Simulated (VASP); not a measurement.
# Al (Fm-3m) in VASP: single point with PBE

Aim: the single point of Al with PBE.

All numbers are computed with VASP 6.6.1; they aren't measurements. Logs are shortened: lines on timing, memory, paths and dates and some standing lists are left out, and cuts for length are marked.

## (1) The cell of the first run

Symmetry: Fm-3m, No. 225, cubic system. The conventional cell has a = 4.041 Å, b = 4.041 Å, c = 4.041 Å, α = 90.00°, β = 90.00°, γ = 90.00°. Al (site symmetry m-3m) has 12 Al at 2.86 Å within 3.8 Å.

## (2) Single point, PBE

Contents of INCAR:

```
PREC = Accurate
ENCUT = 500
EDIFF = 1E-6
ISMEAR = 0
SIGMA = 0.1
LREAL = False
LASPH = True
NELM = 120
ALGO = Normal
ISIF = 2
LWAVE = False
LCHARG = True
GGA = PE
LELF = True
LVHAR = True
NBANDS = 8
GGA_COMPAT = False
```

Contents of KPOINTS:

```
Automatic mesh
0
Gamma
  18 18 18
```

Contents of POSCAR:

```
Al
1.0
    0.0000000000      2.0206091624      2.0206091624
    2.0206091624      0.0000000000      2.0206091624
    2.0206091624      2.0206091624      0.0000000000
Al
1
Direct
    0.0000000000      0.0000000000      0.0000000000
```

Potentials or basis: VASP PAW PBE potentials, release 64 (Al).

The run is started by

```sh
cat potpaw_PBE.64/Al/POTCAR > POTCAR
mpirun -np 1 vasp_std > vasp.out
```

OUTCAR:

```text
PREC = Accurate
   ENCUT = 500
   EDIFF = 1E-6
   ISMEAR = 0
   LREAL = False
   LASPH = True
   NELM = 120
   ISIF = 2
   GGA = PE

 ion  position               nearest neighbor table
   1  0.000  0.000  0.000-

  LATTYP: Found a face centered cubic cell.
 ALAT       =     4.0412183248

  Lattice vectors:

 A1 = (   0.0000000000,   2.0206091624,   2.0206091624)
 A2 = (   2.0206091624,   0.0000000000,   2.0206091624)
 A3 = (   2.0206091624,   2.0206091624,   0.0000000000)

Analysis of symmetry for initial positions (statically):
=====================================================================
 Subroutine PRICEL returns:
 Original cell was already a primitive cell.

 Routine SETGRP: Setting up the symmetry group for a
 face centered cubic supercell.

 Subroutine GETGRP returns: Found 48 space group operations
 (whereof 48 operations were pure point group operations)
 out of a pool of 48 trial point group operations.

The static configuration has the point symmetry O_h .

Analysis of symmetry for dynamics (positions and initial velocities):
=====================================================================
 Subroutine PRICEL returns:
 Original cell was already a primitive cell.

 Routine SETGRP: Setting up the symmetry group for a
 face centered cubic supercell.

 Subroutine GETGRP returns: Found 48 space group operations
 (whereof 48 operations were pure point group operations)
 out of a pool of 48 trial point group operations.

The dynamic configuration has the point symmetry O_h .

 Subroutine INISYM returns: Found 48 space group operations
 (whereof 48 operations are pure point group operations),
 and found     1 'primitive' translations

----------------------------------------------------------------------------------------

                                     Primitive cell

  volume of cell :      16.4997

  direct lattice vectors                    reciprocal lattice vectors
     0.000000000  2.020609162  2.020609162    -0.247450130  0.247450130  0.247450130
     2.020609162  0.000000000  2.020609162     0.247450130 -0.247450130  0.247450130
     2.020609162  2.020609162  0.000000000     0.247450130  0.247450130 -0.247450130

  length of vectors
     2.857572882  2.857572882  2.857572882     0.428596198  0.428596198  0.428596198

  position of ions in fractional coordinates (direct lattice)
     0.000000000  0.000000000  0.000000000

  ion indices of the primitive-cell ions
   primitive index   ion index
                 1           1

----------------------------------------------------------------------------------------

 KPOINTS: Automatic mesh

Automatic generation of k-mesh.
 Grid dimensions read from file:
 generate k-points for:   18   18   18

 Generating k-lattice:

  Cartesian coordinates                     Fractional coordinates (reciprocal lattice)
    -0.013747229  0.013747229  0.013747229     0.055555556  0.000000000  0.000000000
     0.013747229 -0.013747229  0.013747229     0.000000000  0.055555556  0.000000000
     0.013747229  0.013747229 -0.013747229     0.000000000  0.000000000  0.055555556

  Length of vectors
     0.023810900  0.023810900  0.023810900

  Shift w.r.t. Gamma in fractional coordinates (k-lattice)
     0.000000000  0.000000000  0.000000000

 Subroutine IBZKPT returns following result:
 ===========================================

 Found    195 irreducible k-points:

 Following reciprocal coordinates:
            Coordinates               Weight
  0.000000  0.000000  0.000000      1.000000
  0.055556  0.000000  0.000000      8.000000
  0.111111  0.000000  0.000000      8.000000
  0.166667  0.000000  0.000000      8.000000
  0.222222  0.000000  0.000000      8.000000
  0.277778  0.000000  0.000000      8.000000
[... 16 lines left out ...]
 -0.277778  0.055556  0.000000     24.000000
 -0.222222  0.055556  0.000000     24.000000
 [... further k-points ...]
   k-points           NKPTS =    195   k-points in BZ     NKDIM =    195   number of bands    NBANDS=      8
   number of dos      NEDOS =    301   number of ions     NIONS =      1
   total plane-waves  NPLWV =  13824
   dimension x,y,z NGX =    24 NGY =   24 NGZ =   24
   dimension x,y,z NGXF=    48 NGYF=   48 NGZF=   48
   ions per type =               1
   NGX,Y,Z   is equivalent  to a cutoff of  13.96, 13.96, 13.96 a.u.
   NGXF,Y,Z  is equivalent  to a cutoff of  27.93, 27.93, 27.93 a.u.
 SYSTEM =  unknown system
   PREC   = accura    normal or accurate (medium, high low for compatibility)
   ISTART =      0    job   : 0-new  1-cont  2-samecut
   ICHARG =      2    charge: 1-file 2-atom 10-const
   ISPIN  =      1    spin polarized calculation?
   LNONCOLLINEAR =      F non collinear calculations
   LSORBIT =      F    spin-orbit coupling
   LASPH  =      T    aspherical Exc in radial PAW
   ENCUT  =  500.0 eV  36.75 Ry    6.06 a.u.   5.21  5.21  5.21*2*pi/ulx,y,z
   NELM   =    120;   NELMIN=  2; NELMDL= -5     # of ELM steps
   EDIFF  = 0.1E-05   stopping-criterion for ELM
   LREAL  =      F    real-space projection
   EDIFFG = 0.1E-04   stopping-criterion for IOM
   NSW    =      0    number of steps for IOM
   IBRION =     -1    ionic relax: 0-MD 1-quasi-New 2-CG
   NFREE  =      0    steps in history (QN), initial steepest desc. (CG)
   ISIF   =      2    stress and relaxation
   ISYM   =      2    0-nonsym 1-usesym 2-fastsym
   POTIM  = 0.5000    time-step for ionic-motion
   TEBEG  =    0.0;   TEEND  =   0.0 temperature during run
   PSTRESS=    0.0 pullay stress
   NELECT =       3.0000    total number of electrons
   NUPDOWN=      -1.0000    fix difference up-down
   EMIN   =  10.00;   EMAX   =-10.00  energy-range for DOS
   EFERMI =   0.00;   METHOD = LEGACY
   ISMEAR =     0;   SIGMA  =   0.10  broadening in eV -4-tet -1-fermi 0-gaus
   EFERMI_NEDOS =   21; number of points for ismear=-14 and -15
   IALGO  =     38    algorithm
   IMIX   =      4    mixing-type and parameters
     AMIX     =   0.40;   BMIX     =  1.00
     AMIX_MAG =   1.60;   BMIX_MAG =  1.00
  volume/ion in A,a.u.               =      16.50       111.35
  Fermi-wavevector in a.u.,A,eV,Ry     =   0.927448  1.752623 11.703186  0.860160
  Thomas-Fermi vector in A             =   2.053519
   LORBIT       =      0    0 simple, 1 ext, 2 COOP (PROOUT), +10 PAW based schemes
   GGA     = PE    functional components
   LHFCALC =     F    Hartree Fock is set to
   AEXX    =    0.0000 exact exchange contribution
   IVDW    =     0    specifies the selected vdW correction
   LEPSILON=     F    determine dielectric tensor
   LRPA    =     F    only Hartree local field effects (RPA)
 non-spin polarized calculation
 Gauss-broadening in eV      SIGMA  =   0.10
  energy-cutoff  :      500.00
  volume of cell :       16.50
 maximum number of plane-waves:       444
 NGX is ok and might be reduce to    24
   NGX = 11   NGY = 11   NGZ = 11

 number of electron       3.0000000 magnetization

 Free energy of the ion-electron system (eV)
  ---------------------------------------------------
  ext. energy  EPLUGINS =         0.00000000
  ---------------------------------------------------
  free energy    TOTEN  =        -3.74452392 eV

  energy without entropy =       -3.74159934  energy(sigma->0) =       -3.74306163

 E-fermi :   7.9916     XC(G=0): -10.1966

 val. band max:        7.9852072217   @ k =  -0.2778   0.2778   0.0556
 cond. band min:       7.9924845375   @ k =  -0.2778   0.5000   0.2222
 fundamental gap:      0.0072773158
 Fermi energy:         7.9915924292

 k-point     1 :       0.0000    0.0000    0.0000
  band No.  band energies     occupation
      1      -3.1341      2.00000
      2      20.6198      0.00000
      3      20.6198      0.00000
      4      20.6198      0.00000
      5      22.1118      0.00000
      6      22.1118      0.00000
      7      22.1118      0.00000
      8      24.4664      0.00000

 k-point     2 :       0.0556    0.0000    0.0000
  band No.  band energies     occupation
      1      -3.0502      2.00000
      2      19.1020      0.00000
      3      20.3077      0.00000
      4      20.3077      0.00000
      5      22.5546      0.00000
      6      22.5546      0.00000
      7      22.6869      0.00000
      8      25.3495      0.00000

 k-point     3 :       0.1111    0.0000    0.0000
  band No.  band energies     occupation
      1      -2.7988      2.00000
      2      16.8794      0.00000
      3      19.7960      0.00000
      4      19.7960      0.00000
      5      22.7501      0.00000
      6      23.4280      0.00000
      7      23.4280      0.00000
      8      25.9181      0.00000

 k-point     4 :       0.1667    0.0000    0.0000
  band No.  band energies     occupation
      1      -2.3807      2.00000
      2      14.6424      0.00000
      3      19.3504      0.00000
      4      19.3504      0.00000
      5      22.5879      0.00000
      6      24.0317      0.00000
      7      24.0317      0.00000
      8      25.2736      0.00000

 k-point     5 :       0.2222    0.0000    0.0000
  band No.  band energies     occupation
      1      -1.7974      2.00000
      2      12.4813      0.00000
      3      19.0231      0.00000
      4      19.0231      0.00000
      5      22.4173      0.00000
      6      23.2600      0.00000
      7      23.2600      0.00000
      8      26.2109      0.00000

 k-point     6 :       0.2778    0.0000    0.0000
  band No.  band energies     occupation
      1      -1.0511      2.00000
      2      10.4274      0.00000
      3      18.8278      0.00000
      4      18.8278      0.00000
      5      22.2678      0.00000
      6      22.2678      0.00000
      7      22.3185      0.00000
      8      26.2680      0.00000

 k-point     7 :       0.3333    0.0000    0.0000
  band No.  band energies     occupation
      1      -0.1440      2.00000
      2       8.4960      0.00000
      3      18.7696      0.00000
      4      18.7696      0.00000
      5      21.3632      0.00000
      6      21.3632      0.00000
      7      22.3313      0.00000
      8      25.3343      0.00000

 k-point     8 :       0.3889    0.0000    0.0000
  band No.  band energies     occupation
      1       0.9207      2.00000
      2       6.6967      2.00000
      3      18.8508      0.00000
      4      18.8508      0.00000
      5      20.5839      0.00000
      6      20.5839      0.00000
      7      22.4766      0.00000
      8      24.5002      0.00000

 k-point     9 :       0.4444    0.0000    0.0000
  band No.  band energies     occupation
      1       2.1388      2.00000
      2       5.0367      2.00000
      3      19.0722      0.00000
      4      19.0722      0.00000
      5      19.9406      0.00000
      6      19.9406      0.00000
      7      22.7631      0.00000
      8      23.7891      0.00000

 k-point    10 :       0.5000    0.0000    0.0000
  band No.  band energies     occupation
      1       3.4074      2.00000
      2       3.6207      2.00000
      3      19.4105      0.00000
      4      19.4105      0.00000
      5      19.4613      0.00000
      6      19.4613      0.00000
      7      23.1274      0.00000
      8      23.2816      0.00000
[... 78 lines left out ...]
 k-point    18 :       0.4444    0.0556    0.0000
  band No.  band energies     occupation
      1       1.7880      2.00000
      2       5.6437      2.00000
      3      17.8901      0.00000
      4      18.4840      0.00000
      5      19.3010      0.00000
      6      21.3579      0.00000
      7      23.5991      0.00000
      8      24.6077      0.00000

 k-point    19 :       0.5000    0.0556    0.0000
  band No.  band energies     occupation
      1       3.0995      2.00000
      2       4.0869      2.00000
      3      17.9231      0.00000
      4      18.2054      0.00000
      5      19.6305      0.00000
      6      20.8108      0.00000
      7      23.9153      0.00000
      8      24.0542      0.00000

 k-point    20 :      -0.4444    0.0556    0.0000
  band No.  band energies     occupation
      1       2.6487      2.00000
      2       4.5867      2.00000
      3      17.5058      0.00000
      4      18.6626      0.00000
      5      20.1034      0.00000
      6      20.4030      0.00000
      7      23.5152      0.00000
      8      24.4904      0.00000

 k-point    21 :      -0.3889    0.0556    0.0000
  band No.  band energies     occupation
      1       1.3821      2.00000
      2       6.1964      2.00000
      3      17.2332      0.00000
      4      19.2590      0.00000
      5      20.1375      0.00000
      6      20.7167      0.00000
      7      23.1852      0.00000
      8      25.1285      0.00000

 k-point    22 :      -0.3333    0.0556    0.0000
  band No.  band energies     occupation
      1       0.2664      2.00000
      2       7.9480      1.46214
      3      17.1058      0.00000
      4      19.9144      0.00000
      5      20.0922      0.00000
      6      21.4646      0.00000
      7      22.9952      0.00000
      8      25.8782      0.00000

 k-point    23 :      -0.2778    0.0556    0.0000
  band No.  band energies     occupation
      1      -0.6930      2.00000
      2       9.8329      0.00000
      3      17.1233      0.00000
      4      19.9943      0.00000
      5      20.8943      0.00000
      6      22.3290      0.00000
      7      22.9476      0.00000
      8      26.6687      0.00000

 k-point    24 :      -0.2222    0.0556    0.0000
  band No.  band energies     occupation
      1      -1.4929      2.00000
      2      11.8413      0.00000
      3      17.2853      0.00000
      4      20.1369      0.00000
      5      21.8824      0.00000
      6      22.9331      0.00000
      7      23.3804      0.00000
      8      25.5827      0.00000

 [... further k-points ...]
[... 5 lines left out ...]
  --------------------------------------------------------------------------------------
  -------------------------------------------------------------------------------------
  Total       -0.0032700     -0.0032700     -0.0032700      0.0000000      0.0000000      0.0000000
  in kB       -0.3175245     -0.3175245     -0.3175245      0.0000000      0.0000000      0.0000000
  external PRESSURE =      -0.3175245 kB  Pullay stress =       0.0000000 kB

 VOLUME and BASIS-vectors are now :
 -----------------------------------------------------------------------------
  energy-cutoff  :      500.00
  volume of cell :       16.50
      direct lattice vectors                 reciprocal lattice vectors
     0.000000000  2.020609162  2.020609162    -0.247450130  0.247450130  0.247450130
     2.020609162  0.000000000  2.020609162     0.247450130 -0.247450130  0.247450130
     2.020609162  2.020609162  0.000000000     0.247450130  0.247450130 -0.247450130

 POSITION                                       TOTAL-FORCE (eV/Angst)
 -----------------------------------------------------------------------------------
      0.00000      0.00000      0.00000         0.000000      0.000000     -0.000000
 -----------------------------------------------------------------------------------
    total drift:                               -0.000000      0.000000      0.000000

  FREE ENERGIE OF THE ION-ELECTRON SYSTEM (eV)
  ---------------------------------------------------
  free  energy   TOTEN  =        -3.7445239167 eV

  energy  without entropy=       -3.7415993433  energy(sigma->0) =       -3.74306163
```

It took 9.5 s on 1 thread of Intel Xeon Platinum 8488C (Sapphire Rapids), shared host; peak memory 0.14 GiB.

Results:

```
Free energy : -3.7445 eV
Pressure    : 0.0 GPa
```
